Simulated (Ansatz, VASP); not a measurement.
**BAs: VASP beside Ansatz**

```
CELL_PARAMETERS angstrom
0.00000 2.38850 2.38850
2.38850 0.00000 2.38850
2.38850 2.38850 0.00000
ATOMIC_POSITIONS crystal
B 0.00000 0.00000 0.00000
As 0.25000 0.25000 0.25000
```

Alike in both runs: task single point; functional PBE; k mesh 16 × 16 × 16; occupations gaussian, width 0.02 eV; no spin polarisation.

```csv
,VASP,Ansatz
version,VASP 6.6.1,Ansatz 0.2.0
potentials or method,"VASP PAW PBE potentials, release 64 (B, As), cutoff 500 eV","scalar-relativistic, plane waves, PAW"
valence electrons in the cell,8,18
```

```tsv
	VASP	Ansatz	Ansatz less VASP
gap on the k mesh at the Fermi level (eV)	1.19	1.20	+0.008
least direct gap on the mesh (eV)	3.28	3.28	+0.005
pressure (GPa)	3.4	2.8	-0.66
```

The functional is the same, so the differences come from potentials, cutoffs and numerics. VASP's potentials hold 8 valence electrons a cell and Ansatz's 18, so a difference there can come from the potentials and not from the codes.
